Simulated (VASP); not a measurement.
# CuF (P6_3/mmc) in VASP: a series of runs

The runs below take CuF through single point, with r2SCAN, PBE.

All numbers are computed with VASP 6.6.1; they aren't measurements. Logs are shortened: lines on timing, memory, paths and dates and some standing lists are left out, and cuts for length are marked.

## 1. The cell of the first run

The structure is hexagonal, space group P6_3/mmc (No. 194). Conventional cell: a = 3.577 Å, b = 3.577 Å, c = 5.182 Å, α = 90.00°, β = 90.00°, γ = 120.00°. Within 2.7 Å of Cu (site symmetry -6m2) lie 5 F at 2.07 to 2.59 Å. F (site symmetry -6m2) has 5 Cu at 2.07 to 2.59 Å within 2.7 Å.

## 2. Single point, r2SCAN (volume changed by +6%)

The input, POSCAR:

```
CuF
1.0
    3.5774718107      0.0000000000      0.0000000000
   -1.7887359054      3.0981814694      0.0000000000
    0.0000000000      0.0000000000      5.1822025092
Cu F
2 2
Direct
    0.3333333333      0.6666666667      0.2500000000
    0.6666666667      0.3333333333      0.7500000000
    0.6666666667      0.3333333333      0.2500000000
    0.3333333333      0.6666666667      0.7500000000
```

The input, INCAR.step1:

```
SYSTEM = CuF
PREC = Accurate ; ENCUT = 520
ISMEAR = -1 ; SIGMA = 0.02
LREAL = .FALSE. ; LASPH = .TRUE.
NELM = 80 ; NBANDS = 26
GGA = PE ; ALGO = Normal
EDIFF = 1E-4 ; LWAVE = .TRUE.
LCHARG = .FALSE.
```

The input, INCAR.step2:

```
SYSTEM = CuF
PREC = Accurate ; ENCUT = 520
EDIFF = 1E-6 ; ISMEAR = -1
SIGMA = 0.02 ; LREAL = .FALSE.
LASPH = .TRUE. ; NELM = 80
ALGO = Normal ; ISIF = 2
LWAVE = .FALSE. ; LCHARG = .TRUE.
METAGGA = R2SCAN ; LMIXTAU = .TRUE.
LELF = .TRUE. ; LVHAR = .TRUE.
NBANDS = 26 ; ISTART = 1
```

The input, KPOINTS:

```
regular mesh
0
G
  9 9 4
  0 0 0
```

Potentials or basis: VASP PAW PBE potentials, release 64 (Cu, F).

On the command line:

```bash
$ cat potpaw_PBE.64/Cu/POTCAR potpaw_PBE.64/F/POTCAR > POTCAR
$ cp INCAR.step1 INCAR
$ mpirun -np 1 vasp_std > vasp.out
$ cp INCAR.step2 INCAR
$ mpirun -np 1 vasp_std > vasp.out
```

OUTCAR:

```text
SYSTEM = CuF
   PREC = Accurate
   ENCUT = 520
   EDIFF = 1E-6
   ISMEAR = -1
   LREAL = .FALSE.
   LASPH = .TRUE.
   NELM = 80
   ISIF = 2
   METAGGA = R2SCAN
   ISTART = 1

 ion  position               nearest neighbor table
   1  0.333  0.667  0.250-   3 2.07   3 2.07   3 2.07
   2  0.667  0.333  0.750-   4 2.07   4 2.07   4 2.07
   3  0.667  0.333  0.250-   1 2.07   1 2.07   1 2.07
   4  0.333  0.667  0.750-   2 2.07   2 2.07   2 2.07

  LATTYP: Found a hexagonal cell.
 ALAT       =     3.5774718107
 C/A-ratio  =     1.4485655746

  Lattice vectors:

 A1 = (   3.5774718107,   0.0000000000,   0.0000000000)
 A2 = (  -1.7887359054,   3.0981814694,   0.0000000000)
 A3 = (   0.0000000000,   0.0000000000,   5.1822025092)

Analysis of symmetry for initial positions (statically):
=====================================================================
 Subroutine PRICEL returns:
 Original cell was already a primitive cell.

 Routine SETGRP: Setting up the symmetry group for a
 hexagonal supercell.

 Subroutine GETGRP returns: Found 24 space group operations
 (whereof 12 operations were pure point group operations)
 out of a pool of 24 trial point group operations.

The static configuration has the point symmetry D_3d.
 The point group associated with its full space group is D_6h.

Analysis of symmetry for dynamics (positions and initial velocities):
=====================================================================
 Subroutine PRICEL returns:
 Original cell was already a primitive cell.

 Routine SETGRP: Setting up the symmetry group for a
 hexagonal supercell.

 Subroutine GETGRP returns: Found 24 space group operations
 (whereof 12 operations were pure point group operations)
 out of a pool of 24 trial point group operations.

The dynamic configuration has the point symmetry D_3d.
 The point group associated with its full space group is D_6h.

 Subroutine INISYM returns: Found 24 space group operations
 (whereof 12 operations are pure point group operations),
 and found     1 'primitive' translations

----------------------------------------------------------------------------------------

                                     Primitive cell

  volume of cell :      57.4378

  direct lattice vectors                    reciprocal lattice vectors
     3.577471811  0.000000000  0.000000000     0.279527010  0.161384995  0.000000000
    -1.788735905  3.098181469  0.000000000     0.000000000  0.322769989  0.000000000
     0.000000000  0.000000000  5.182202509     0.000000000  0.000000000  0.192968144

  length of vectors
     3.577471811  3.577471811  5.182202509     0.322769989  0.322769989  0.192968144

  position of ions in fractional coordinates (direct lattice)
     0.333333333  0.666666667  0.250000000
     0.666666667  0.333333333  0.750000000
     0.666666667  0.333333333  0.250000000
     0.333333333  0.666666667  0.750000000

  ion indices of the primitive-cell ions
   primitive index   ion index
                 1           1
                 2           2
                 3           3
                 4           4

----------------------------------------------------------------------------------------

 KPOINTS: regular mesh

Automatic generation of k-mesh.
 Grid dimensions read from file:
 generate k-points for:    9    9    4

 Generating k-lattice:

  Cartesian coordinates                     Fractional coordinates (reciprocal lattice)
     0.031058557  0.017931666  0.000000000     0.111111111  0.000000000  0.000000000
     0.000000000  0.035863332  0.000000000     0.000000000  0.111111111  0.000000000
     0.000000000  0.000000000  0.048242036     0.000000000  0.000000000  0.250000000

  Length of vectors
     0.035863332  0.035863332  0.048242036

  Shift w.r.t. Gamma in fractional coordinates (k-lattice)
     0.000000000  0.000000000  0.000000000

 Subroutine IBZKPT returns following result:
 ===========================================

 Found     36 irreducible k-points:

 Following reciprocal coordinates:
            Coordinates               Weight
  0.000000  0.000000  0.000000      1.000000
  0.111111  0.000000  0.000000      6.000000
  0.222222  0.000000  0.000000      6.000000
  0.333333 -0.000000  0.000000      6.000000
  0.444444  0.000000  0.000000      6.000000
  0.111111  0.111111  0.000000      6.000000
[... 16 lines left out ...]
  0.333333  0.222222  0.250000     24.000000
  0.333333  0.333333  0.250000      4.000000
 [... further k-points ...]
   k-points           NKPTS =     36   k-points in BZ     NKDIM =     36   number of bands    NBANDS=     26
   number of dos      NEDOS =    301   number of ions     NIONS =      4
   total plane-waves  NPLWV =  31360
   dimension x,y,z NGX =    28 NGY =   28 NGZ =   40
   dimension x,y,z NGXF=    56 NGYF=   56 NGZF=   80
   ions per type =               2   2
   NGX,Y,Z   is equivalent  to a cutoff of  13.01, 13.01, 12.83 a.u.
   NGXF,Y,Z  is equivalent  to a cutoff of  26.02, 26.02, 25.66 a.u.
 SYSTEM =  CuF
   PREC   = accura    normal or accurate (medium, high low for compatibility)
   ISTART =      1    job   : 0-new  1-cont  2-samecut
   ICHARG =      0    charge: 1-file 2-atom 10-const
   ISPIN  =      1    spin polarized calculation?
   LNONCOLLINEAR =      F non collinear calculations
   LSORBIT =      F    spin-orbit coupling
   LASPH  =      T    aspherical Exc in radial PAW
   ENCUT  =  520.0 eV  38.22 Ry    6.18 a.u.   6.65  6.65  9.64*2*pi/ulx,y,z
   NELM   =     80;   NELMIN=  2; NELMDL=  0     # of ELM steps
   EDIFF  = 0.1E-05   stopping-criterion for ELM
   LREAL  =      F    real-space projection
   EDIFFG = 0.1E-04   stopping-criterion for IOM
   NSW    =      0    number of steps for IOM
   IBRION =     -1    ionic relax: 0-MD 1-quasi-New 2-CG
   NFREE  =      0    steps in history (QN), initial steepest desc. (CG)
   ISIF   =      2    stress and relaxation
   ISYM   =      2    0-nonsym 1-usesym 2-fastsym
   POTIM  = 0.5000    time-step for ionic-motion
   TEBEG  =    0.0;   TEEND  =   0.0 temperature during run
   PSTRESS=    0.0 pullay stress
   NELECT =      36.0000    total number of electrons
   NUPDOWN=      -1.0000    fix difference up-down
   EMIN   =  10.00;   EMAX   =-10.00  energy-range for DOS
   EFERMI =   0.00;   METHOD = LEGACY
   ISMEAR =    -1;   SIGMA  =   0.02  broadening in eV -4-tet -1-fermi 0-gaus
   EFERMI_NEDOS =   21; number of points for ismear=-14 and -15
   IALGO  =     38    algorithm
   IMIX   =      4    mixing-type and parameters
     AMIX     =   0.40;   BMIX     =  1.00
     AMIX_MAG =   1.60;   BMIX_MAG =  1.00
  volume/ion in A,a.u.               =      14.36        96.90
  Fermi-wavevector in a.u.,A,eV,Ry     =   1.401016  2.647537 26.706149  1.962847
  Thomas-Fermi vector in A             =   2.523919
   LORBIT       =      0    0 simple, 1 ext, 2 COOP (PROOUT), +10 PAW based schemes
   METAGGA = R2SCAN    functional components
   LHFCALC =     F    Hartree Fock is set to
   AEXX    =    0.0000 exact exchange contribution
   IVDW    =     0    specifies the selected vdW correction
   LEPSILON=     F    determine dielectric tensor
   LRPA    =     F    only Hartree local field effects (RPA)
 non-spin polarized calculation
  energy-cutoff  :      520.00
  volume of cell :       57.44
 maximum number of plane-waves:      1568
 NGX is ok and might be reduce to    28
   NGX = 13   NGY = 13   NGZ = 19

 number of electron      35.9999996 magnetization

 Free energy of the ion-electron system (eV)
  ---------------------------------------------------
  ext. energy  EPLUGINS =         0.00000000
  ---------------------------------------------------
  free energy    TOTEN  =       -31.58977716 eV

  energy without entropy =      -31.58554994  energy(sigma->0) =      -31.58766355

 E-fermi :   2.5705     XC(G=0): -10.2325

 val. band max:        2.5687143380   @ k =   0.0000   0.0000   0.2500
 cond. band min:       2.5759715973   @ k =   0.0000   0.0000   0.5000
 fundamental gap:      0.0072572593
 Fermi energy:         2.5705427099

 k-point     1 :       0.0000    0.0000    0.0000
  band No.  band energies     occupation
      1     -23.3405      2.00000
      2     -23.1601      2.00000
      3      -4.3547      2.00000
      4      -4.1844      2.00000
      5      -4.1843      2.00000
      6      -4.0069      2.00000
[... 18 lines left out ...]
     25      14.8155      0.00000
     26      16.8277      0.00000

 k-point     2 :       0.1111    0.0000    0.0000
  band No.  band energies     occupation
      1     -23.3268      2.00000
      2     -23.1562      2.00000
      3      -4.3105      2.00000
      4      -4.2561      2.00000
      5      -4.1797      2.00000
      6      -4.1069      2.00000
[... 18 lines left out ...]
     25      15.3784      0.00000
     26      16.8124      0.00000

 k-point     3 :       0.2222    0.0000    0.0000
  band No.  band energies     occupation
      1     -23.2905      2.00000
      2     -23.1474      2.00000
      3      -4.4659      2.00000
      4      -4.2752      2.00000
      5      -4.1854      2.00000
      6      -4.1605      2.00000
[... 18 lines left out ...]
     25      14.6970      0.00000
     26      16.3894      0.00000

 k-point     4 :       0.3333   -0.0000    0.0000
  band No.  band energies     occupation
      1     -23.2451      2.00000
      2     -23.1418      2.00000
      3      -4.6953      2.00000
      4      -4.4013      2.00000
      5      -4.1309      2.00000
      6      -4.0037      2.00000
[... 18 lines left out ...]
     25      13.4821      0.00000
     26      17.1979      0.00000
[... 496 lines left out ...]
      1     -23.2095      2.00000
      2     -23.1527      2.00000
      3      -4.6475      2.00000
      4      -4.6253      2.00000
      5      -4.1626      2.00000
      6      -3.9076      2.00000
[... 18 lines left out ...]
     25      13.1557      0.00000
     26      16.0246      0.00000

 k-point    23 :       0.3333    0.2222    0.2500
  band No.  band energies     occupation
      1     -23.1825      2.00000
      2     -23.1540      2.00000
      3      -4.6894      2.00000
      4      -4.5761      2.00000
      5      -4.2575      2.00000
      6      -3.9173      2.00000
[... 18 lines left out ...]
     25      13.8350      0.00000
     26      15.0717      0.00000

 k-point    24 :       0.3333    0.3333    0.2500
  band No.  band energies     occupation
      1     -23.1639      2.00000
      2     -23.1639      2.00000
      3      -4.5561      2.00000
      4      -4.5561      2.00000
      5      -4.4060      2.00000
      6      -3.9633      2.00000
[... 18 lines left out ...]
     25      14.8027      0.00000
     26      15.2999      0.00000

 [... further k-points ...]
[... 5 lines left out ...]
  --------------------------------------------------------------------------------------
  -------------------------------------------------------------------------------------
  Total       -1.5779099     -1.5779099     -0.8942353      0.0000000      0.0000000      0.0000000
  in kB      -44.0144564    -44.0144564    -24.9439335      0.0000000      0.0000000      0.0000000
  external PRESSURE =     -37.6576154 kB  Pullay stress =       0.0000000 kB

 VOLUME and BASIS-vectors are now :
 -----------------------------------------------------------------------------
  energy-cutoff  :      520.00
  volume of cell :       57.44
      direct lattice vectors                 reciprocal lattice vectors
     3.577471811  0.000000000  0.000000000     0.279527010  0.161384995  0.000000000
    -1.788735905  3.098181469  0.000000000     0.000000000  0.322769989  0.000000000
     0.000000000  0.000000000  5.182202509     0.000000000  0.000000000  0.192968144

 POSITION                                       TOTAL-FORCE (eV/Angst)
 -----------------------------------------------------------------------------------
     -0.00000      2.06545      1.29555         0.000000      0.000000      0.000000
      1.78874      1.03273      3.88665        -0.000000     -0.000000      0.000000
      1.78874      1.03273      1.29555         0.000000      0.000000      0.000000
     -0.00000      2.06545      3.88665         0.000000     -0.000000      0.000000
 -----------------------------------------------------------------------------------
    total drift:                                0.000000     -0.000000      0.000000

  FREE ENERGIE OF THE ION-ELECTRON SYSTEM (eV)
  ---------------------------------------------------
  free  energy   TOTEN  =       -31.5897771601 eV

  energy  without entropy=      -31.5855499413  energy(sigma->0) =      -31.58766355
```

Wall time 2.1 min (1 thread of Intel Xeon Platinum 8559C (Emerald Rapids), shared host); peak memory 0.19 GiB.

What came out:

- Free energy: -31.5898 eV
- Pressure: -3.8 GPa
- Band gap on the k mesh: zero (band 18 reaches 2.59 eV, above the bottom of band 19 at 2.54 eV)

Stress tensor (GPa, compression positive):
```
-4.40  0.00  0.00
 0.00 -4.40  0.00
 0.00  0.00 -2.49
```

Levels at points of the mesh, in eV from the Fermi level:
```tsv
k point	band 14	band 15	band 16	band 17	band 18	band 19	band 20	band 21	band 22	band 23
(0.00, 0.00, 0.00)	-0.78	-0.68	0.00	0.00	0.02	0.02	3.90	5.33	11.56	11.56
(0.00, 0.00, 0.50)	-0.74	0.01	0.01	0.01	0.01	0.77	0.77	9.61	9.61	11.63
```

Caveat: the cell differs from its parent crystal (volume changed by +6%); the PAW data sets were made with another functional, which shifts forces and pressure a little; semilocal functionals often make such compounds metallic where correlation or magnetic order opens a gap, which also shifts bond lengths.

## 3. Single point, PBE

This run uses another cell than the first one, of 13.55 Å³/atom, 0.943 times its volume.

The input, INCAR:

```
PREC = Accurate
ENCUT = 520
EDIFF = 1E-6
ISMEAR = -1
SIGMA = 0.02
LREAL = False
LASPH = True
NELM = 60
ALGO = Normal
ISIF = 2
LWAVE = False
LCHARG = False
GGA = PE
NBANDS = 26
```

The input, KPOINTS:

```
regular mesh
0
Gamma
  12 12 6
```

The input, POSCAR:

```
CuF
1.0
    3.5086571413      0.0000000000      0.0000000000
   -1.7543285706      3.0385862175      0.0000000000
    0.0000000000      0.0000000000      5.0825199480
Cu F
2 2
Direct
    0.3333333333      0.6666666667      0.2500000000
    0.6666666667      0.3333333333      0.7500000000
    0.6666666667      0.3333333333      0.2500000000
    0.3333333333      0.6666666667      0.7500000000
```

Potentials or basis: VASP PAW PBE potentials, release 64 (Cu, F).

On the command line:

```bash
$ cat potpaw_PBE.64/Cu/POTCAR potpaw_PBE.64/F/POTCAR > POTCAR
$ mpirun -np 1 vasp_std > vasp.out
```

Wall time 60 s (1 thread of Intel Xeon Platinum 8559C (Emerald Rapids), shared host); peak memory 0.22 GiB.

The run converged. Its results:

| Item | Value |
| --- | --- |
| Free energy | -14.2288 eV |
| Pressure | 4.7 GPa |
| Band gap on the k mesh | zero (band 18 reaches 3.33 eV, above the bottom of band 19 at 3.29 eV) |

Stress tensor (GPa, compression positive):
```
5.08 0.00 0.00
0.00 5.08 0.00
0.00 0.00 3.82
```

Levels at points of the mesh, in eV from the Fermi level:
```
           k point  band 14  band 15  band 16  band 17  band 18  band 19  band 20  band 21  band 22  band 23
(0.00, 0.00, 0.00)    -0.83    -0.82     0.01     0.01     0.03     0.03     3.70     5.15    11.34    11.34
(0.50, 0.00, 0.00)    -0.81    -0.76    -0.66    -0.66    -0.53     3.23     4.08     6.60     7.56     7.74
(0.00, 0.00, 0.50)    -0.80     0.02     0.02     0.02     0.02     0.59     0.59     9.41     9.41    11.36
(0.50, 0.00, 0.50)    -0.82    -0.58    -0.58    -0.52    -0.52     4.08     4.08     5.20     5.20     9.72
```

Caveat: semilocal functionals often make such compounds metallic where correlation or magnetic order opens a gap, which also shifts bond lengths.

## 4. Single point, r2SCAN

This run uses another cell than the first one, of 13.55 Å³/atom, 0.943 times its volume.

POSCAR is that of step 3.

The input, INCAR.step1:

```
  PREC = Accurate
  ENCUT = 520
  ISMEAR = -1
  SIGMA = 0.02
  LREAL = False
  LASPH = True
  NELM = 80
  NBANDS = 26
  GGA = PE
  ALGO = Normal
  EDIFF = 1E-4
  LWAVE = True
  LCHARG = False
```

The input, INCAR.step2:

```
  PREC = Accurate
  ENCUT = 520
  EDIFF = 1E-7
  ISMEAR = -1
  SIGMA = 0.02
  LREAL = False
  LASPH = True
  NELM = 80
  ALGO = Normal
  ISIF = 2
  LWAVE = False
  LCHARG = False
  METAGGA = R2SCAN
  LMIXTAU = True
  NBANDS = 26
  ISTART = 1
```

KPOINTS is that of step 3.

On the command line:

```bash
$ cat potpaw_PBE.64/Cu/POTCAR potpaw_PBE.64/F/POTCAR > POTCAR
$ cp INCAR.step1 INCAR
$ mpirun -np 1 vasp_std > vasp.out
$ cp INCAR.step2 INCAR
$ mpirun -np 1 vasp_std > vasp.out
```

Run time: 4 min. Hardware: 1 thread of Intel Xeon Platinum 8559C (Emerald Rapids), shared host; peak memory 0.23 GiB.

It converged, with:

| Item | Value |
| --- | --- |
| Free energy | -31.6197 eV |
| Pressure | 0.2 GPa |
| Band gap on the k mesh | zero (band 18 reaches 3.16 eV, above the bottom of band 19 at 3.12 eV) |

Stress tensor (GPa, compression positive):
```
 0.44  0.00  0.00
 0.00  0.44  0.00
 0.00  0.00 -0.22
```

Levels at points of the mesh, in eV from the Fermi level:
```csv
k point,band 15,band 16,band 17,band 18,band 19,band 20,band 21,band 22
"(0.00, 0.00, 0.00)",-0.75,-0.01,-0.01,0.02,0.02,4.07,5.41,11.81
"(0.50, 0.00, 0.00)",-0.80,-0.71,-0.66,-0.54,3.60,4.27,7.07,7.78
"(0.00, 0.00, 0.50)",0.00,0.00,0.00,0.00,0.77,0.77,9.87,9.87
"(0.50, 0.00, 0.50)",-0.59,-0.59,-0.56,-0.56,4.40,4.40,5.52,5.52
```

Caveat: the PAW data sets were made with another functional, which shifts forces and pressure a little; semilocal functionals often make such compounds metallic where correlation or magnetic order opens a gap, which also shifts bond lengths. With open d or f shells a metallic result of r2SCAN can be an artefact of self-interaction; +U or a hybrid may open a gap.

## 5. The runs side by side

```csv
level,cell,k mesh,gap on the mesh (eV),pressure (GPa)
r2SCAN,"a = 3.577, b = 3.577, c = 5.182 Å, angles 90.0, 90.0, 120.0°, 4 atoms",9 × 9 × 4,none,-3.8
PBE,"a = 3.509, b = 3.509, c = 5.083 Å, angles 90.0, 90.0, 120.0°, 4 atoms",12 × 12 × 6,none,4.7
r2SCAN,"a = 3.509, b = 3.509, c = 5.083 Å, angles 90.0, 90.0, 120.0°, 4 atoms",12 × 12 × 6,none,0.2
```

Alike in all rows: task single point; potentials or basis VASP PAW PBE potentials, release 64 (Cu, F); no spin polarisation; cutoff (eV) 520; smearing fermi-dirac 0.02 eV.

Caveats: semilocal functionals often make such compounds metallic where correlation or magnetic order opens a gap, which also shifts bond lengths; the PAW data sets were made with another functional, which shifts forces and pressure a little (some runs).

Total energies depend on the potentials used, so only differences within one code and one set of settings carry meaning.
